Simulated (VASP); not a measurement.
# Re (P6_3/mmc) in VASP: further runs, part 2 of 2

VASP 6.6.1. Earlier steps stand in the parts before.

### Step 4. Relaxation of cell and atoms, PBEsol, target pressure 10 GPa, at which the enthalpy is minimised

File INCAR:

```
SYSTEM = Re
ALGO = Normal
EDIFF = 1E-7
EDIFFG = -0.01
ENCUT = 600
GGA = PS
IBRION = 2
ISIF = 3
ISMEAR = -1
LASPH = .True.
LCHARG = .False.
LREAL = .False.
LWAVE = .False.
NELM = 100
NSW = 100
PREC = Accurate
PSTRESS = 100.0
SIGMA = 0.3
```

File KPOINTS:

```
k-points
0
Gamma
  9 9 5
  0 0 0
```

File POSCAR:

```
Re
1.0
    2.7608000000      0.0000000000      0.0000000000
   -1.3804000000      2.3909229300      0.0000000000
    0.0000000000      0.0000000000      4.4582000000
Re
2
Direct
    0.3333333333      0.6666666667      0.2500000000
    0.6666666667      0.3333333333      0.7500000000
```

Potentials or basis: VASP PAW PBE potentials, release 64 (Re).

Started as:

```sh
> cat potpaw_PBE.64/Re/POTCAR > POTCAR
> mpirun -np 1 vasp_std > vasp.out
```

OUTCAR:

```text
SYSTEM = Re
   EDIFF = 1E-7
   EDIFFG = -0.01
   ENCUT = 600
   GGA = PS
   IBRION = 2
   ISIF = 3
   ISMEAR = -1
   LASPH = .True.
   LREAL = .False.
   NELM = 100
   NSW = 100
   PREC = Accurate
   PSTRESS = 100.0

 ion  position               nearest neighbor table
   1  0.333  0.667  0.250-   2 2.74   2 2.74   2 2.74   2 2.74   2 2.74   2 2.74
   2  0.667  0.333  0.750-   1 2.74   1 2.74   1 2.74   1 2.74   1 2.74   1 2.74

  LATTYP: Found a hexagonal cell.
 ALAT       =     2.7608000000
 C/A-ratio  =     1.6148217908

  Lattice vectors:

 A1 = (   2.7608000000,   0.0000000000,   0.0000000000)
 A2 = (  -1.3804000000,   2.3909229300,   0.0000000000)
 A3 = (   0.0000000000,   0.0000000000,   4.4582000000)

Analysis of symmetry for initial positions (statically):
=====================================================================
 Subroutine PRICEL returns:
 Original cell was already a primitive cell.

 Routine SETGRP: Setting up the symmetry group for a
 hexagonal supercell.

 Subroutine GETGRP returns: Found 24 space group operations
 (whereof 12 operations were pure point group operations)
 out of a pool of 24 trial point group operations.

The static configuration has the point symmetry D_3d.
 The point group associated with its full space group is D_6h.

Analysis of symmetry for dynamics (positions and initial velocities):
[... 169 lines left out ...]
  Total       -0.2609207     -0.2609207     -0.7721345      0.0000000     -0.0000000      0.0000000
  in kB      -14.2055805    -14.2055805    -42.0381390      0.0000000     -0.0000000      0.0000000
  external PRESSURE =    -123.4831000 kB  Pullay stress =     100.0000000 kB
[... 25 lines left out ...]
--------------------------------------- Ionic step        2  -------------------------------------------

 number of electron      14.0000001 magnetization

 E-fermi :  10.0360     XC(G=0): -14.7561

 val. band max:       10.0314288616   @ k =   0.4444   0.1111   0.4000
 cond. band min:      10.0538452177   @ k =   0.3333   0.1111   0.4000
 fundamental gap:      0.0224163561
 Fermi energy:        10.0360402630

 k-point     1 :       0.0000    0.0000    0.0000
  band No.  band energies     occupation
      1      -1.1008      2.00000
      2       1.9561      2.00000
      3       7.8059      1.99882
      4       7.8059      1.99882
      5       8.0670      1.99718
      6       8.9580      1.94647
      7       8.9580      1.94647
      8       9.9761      1.09952
      9       9.9761      1.09952
     10      11.2800      0.03115
     11      14.1426      0.00000
[... 587 lines left out ...]
--------------------------------------- Ionic step        9  -------------------------------------------

 number of electron      14.0000000 magnetization

 Free energy of the ion-electron system (eV)
  ---------------------------------------------------
  ext. energy  EPLUGINS =         0.00000000
  ---------------------------------------------------
  free energy    TOTEN  =       -26.96621378 eV

  energy without entropy =      -26.47044714  energy(sigma->0) =      -26.71833046

 E-fermi :   8.1671     XC(G=0): -13.9832

 val. band max:        8.1599829722   @ k =   0.1111   0.0000   0.0000
 cond. band min:       8.2336309859   @ k =   0.0000   0.0000   0.0000
 fundamental gap:      0.0736480137
 Fermi energy:         8.1671422311

 k-point     1 :       0.0000    0.0000    0.0000
  band No.  band energies     occupation
      1      -2.0128      2.00000
      2       1.2354      2.00000
      3       6.4171      1.99416
      4       6.4171      1.99416
      5       6.5189      1.99181
      6       7.3188      1.88832
      7       7.3188      1.88832
      8       8.2336      0.88964
      9       8.2336      0.88964
     10       8.8505      0.18596
     11      11.6146      0.00002
[... 355 lines left out ...]
  energy  without entropy=      -26.4704471403  energy(sigma->0) =      -26.71833046

  enthalpy is  TOTEN    =       -25.1840851784 eV   P V=        1.7821286041

 reached required accuracy - stopping structural energy minimisation
```

Wall time 60 s (1 thread of Intel Xeon Platinum 8375C at 2.90GHz (Ice Lake), shared host); peak memory 0.16 GiB.

What came out:

```yaml
Free_energy: -26.9662 eV
Relaxed_volume: 14.28 Å³/atom
Relaxed_cell: a = 2.739 Å, b = 2.739 Å, c = 4.395 Å, α = 90.00°, β = 90.00°, γ = 120.00°
Space_group_after_relaxing_to_0.05_Å: P6_3/mmc (No. 194)
Energy_change_on_relaxing_the_enthalpy_is_what_falls: +9.4 meV/atom
Ionic_steps: 9
Pressure_after_relaxing: 10.0 GPa
Band_gap_on_the_k_mesh: zero (band 7 reaches 9.40 eV, above the bottom of band 8 at 6.48 eV)
```

Step by step:
| step | energy change (eV) | largest force (eV/Å) | pressure (GPa) | volume (Å³) |
| --- | --- | --- | --- | --- |
| 1 | 0.0000 | 0.0000 | -2.35 | 29.43 |
| 2 | 1.0864 | 0.0000 | 91.76 | 24.86 |
| 3 | 0.0161 | 0.0000 | 9.20 | 28.61 |
| 4 | 0.0190 | 0.0000 | 9.94 | 28.56 |
| 5 | 0.0201 | 0.0000 | 10.20 | 28.54 |
| 6 | 0.0193 | 0.0000 | 10.08 | 28.55 |
| 7 | 0.0193 | 0.0000 | 10.13 | 28.55 |
| 8 | 0.0171 | 0.0000 | 9.58 | 28.58 |
| 9 | 0.0188 | 0.0000 | 10.01 | 28.55 |

Final structure:
```
Re
1.0
     2.73882    0.00000    0.00000
    -1.36941    2.37189    0.00000
     0.00000    0.00000    4.39533
Re
2
Direct
  0.33333 0.66667 0.25000
  0.66667 0.33333 0.75000
```

Caveat: the cell is relaxed towards a set pressure, so the enthalpy falls and the energy may rise; the PAW data sets were made with another functional, which shifts forces and pressure a little; spin-orbit coupling is left out, which moves the levels of the heavy elements.

### Step 5. Relaxation of cell and atoms, PBEsol, target pressure 20 GPa, at which the enthalpy is minimised

File INCAR:

```
PREC     = Accurate       # precision mode
ENCUT    = 600            # plane-wave cutoff, eV
EDIFF    = 1E-6           # SCF threshold, eV
ISMEAR   = -1             # smearing method
SIGMA    = 0.3            # smearing width, eV
LREAL    = F              # projectors in reciprocal space
LASPH    = T              # aspherical terms in the spheres
NELM     = 80             # most SCF steps
ALGO     = Normal         # electronic algorithm
ISIF     = 3              # what is computed and relaxed
LWAVE    = F              # write WAVECAR
LCHARG   = F              # write CHGCAR
GGA      = PS             # functional
IBRION   = 2              # ionic algorithm
NSW      = 100            # ionic steps
EDIFFG   = -0.01          # ionic threshold
PSTRESS  = 200.0
```

File KPOINTS:

```
regular mesh
0
Gamma
  9 9 5
```

POSCAR is that of step 4.

Started as:

```sh
> cat potpaw_PBE.64/Re/POTCAR > POTCAR
> mpirun -np 1 vasp_std > vasp.out
```

It took 43 s on 1 thread of Intel Xeon Platinum 8375C at 2.90GHz (Ice Lake), shared host; peak memory 0.17 GiB.

The run converged. Its results:

```
Free energy                                            : -26.9085 eV
Relaxed volume                                         : 13.97 Å³/atom
Relaxed cell                                           : a = 2.719 Å, b = 2.719 Å, c = 4.364 Å, α = 90.00°, β = 90.00°, γ = 120.00°
Space group after relaxing (to 0.05 Å)                 : P6_3/mmc (No. 194)
Energy change on relaxing (the enthalpy is what falls) : +38.3 meV/atom
Ionic steps                                            : 7
Pressure after relaxing                                : 20.1 GPa
Band gap on the k mesh                                 : zero (band 7 reaches 9.74 eV, above the bottom of band 8 at 6.70 eV)
```

The path:
```
step  energy change (eV)  largest force (eV/Å)  pressure (GPa)  volume (Å³)
   1              0.0000                0.0000           -2.35        29.43
   2              4.3269                0.0000          234.69        21.52
   3              0.0551                0.0000           16.80        28.12
   4              0.0707                0.0000           19.14        27.98
   5              0.0773                0.0000           20.09        27.93
   6              0.0765                0.0000           20.04        27.94
   7              0.0765                0.0000           20.06        27.93
```

Final structure:
```cif
data_structure
_symmetry_space_group_name_H-M 'P 1'
_symmetry_Int_Tables_number 1
_cell_length_a 2.7186
_cell_length_b 2.7186
_cell_length_c 4.3642
_cell_angle_alpha 90.000
_cell_angle_beta 90.000
_cell_angle_gamma 120.000
_cell_volume 27.93
loop_
_atom_site_label
_atom_site_type_symbol
_atom_site_fract_x
_atom_site_fract_y
_atom_site_fract_z
_atom_site_occupancy
Re1 Re 0.33333 0.66667 0.25000 1
Re2 Re 0.66667 0.33333 0.75000 1
```

Levels at points of the mesh, in eV from the Fermi level:
| k point | band 5 | band 6 | band 7 | band 8 | band 9 | band 10 |
| --- | --- | --- | --- | --- | --- | --- |
| (0.00, 0.00, 0.00) | -1.71 | -0.88 | -0.88 | 0.07 | 0.07 | 0.74 |

Caveat: the cell is relaxed towards a set pressure, so the enthalpy falls and the energy may rise; the PAW data sets were made with another functional, which shifts forces and pressure a little; spin-orbit coupling is left out, which moves the levels of the heavy elements.

### Step 6. The runs side by side

| cell | gap on the mesh (eV) | pressure (GPa) |
| --- | --- | --- |
| relaxed | none | 0.0 |
| relaxed to 5 GPa | none | 5.0 |
| relaxed to 10 GPa | none | 10.0 |
| relaxed to 20 GPa | none | 20.1 |

Alike in all rows: task relaxation of cell and atoms; level PBEsol; potentials or basis VASP PAW PBE potentials, release 64 (Re); no spin polarisation; k mesh 9 × 9 × 5; cutoff (eV) 600; smearing fermi-dirac 0.3 eV.

Caveats: the PAW data sets were made with another functional, which shifts forces and pressure a little; spin-orbit coupling is left out, which moves the levels of the heavy elements; the cell is relaxed towards a set pressure, so the enthalpy falls and the energy may rise (some runs).

Total energies depend on the potentials used, so only differences within one code and one set of settings carry meaning.
